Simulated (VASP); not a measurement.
## HfN: single point with LDA

HfN:

```
CELL_PARAMETERS angstrom
0.00000 2.23437 2.23437
2.23437 0.00000 2.23437
2.23437 2.23437 0.00000
ATOMIC_POSITIONS crystal
Hf 0.00000 0.00000 0.00000
N 0.50000 0.50000 0.50000
```

| Property | Result |
| --- | --- |
| Program | VASP 6.6.1 |
| Task | single point |
| Functional | LDA |
| Potentials or basis | VASP PAW LDA potentials, release 64 (Hf_pv, N) |
| Cutoff | 520 eV |
| k mesh | 16 × 16 × 16 |
| Occupations | fermi-dirac, width 0.15 eV |
| Spin | no spin polarisation |
| Dipole correction | no |
| Further INCAR settings | ALGO = Normal; EDIFF = 1e-06; NBANDS = 14 |

- Pressure: -1.2 GPa

Levels at points of the mesh, in eV from the Fermi level:
| k point | band 5 | band 6 | band 7 | band 8 | band 9 | band 10 | band 11 | band 12 |
| --- | --- | --- | --- | --- | --- | --- | --- | --- |
| (0.00, 0.00, 0.00) | -2.99 | -2.99 | -2.99 | -0.41 | -0.41 | -0.41 | 1.99 | 1.99 |
| (0.50, 0.00, 0.00) | -9.03 | -6.32 | -6.32 | 3.43 | 3.84 | 3.84 | 4.74 | 9.22 |
| (0.50, 0.50, 0.00) | -5.28 | -3.97 | -3.61 | -3.61 | 4.23 | 5.75 | 5.75 | 6.07 |

Run time: 41 s on 1 thread of Intel(R) Xeon(R) Platinum 8259CL CPU @ 2.50GHz (Skylake/Cascade Lake), with other jobs on the host, peak memory 0.16 GiB.

Caveat: spin-orbit coupling is left out, which moves the levels of the heavy elements.
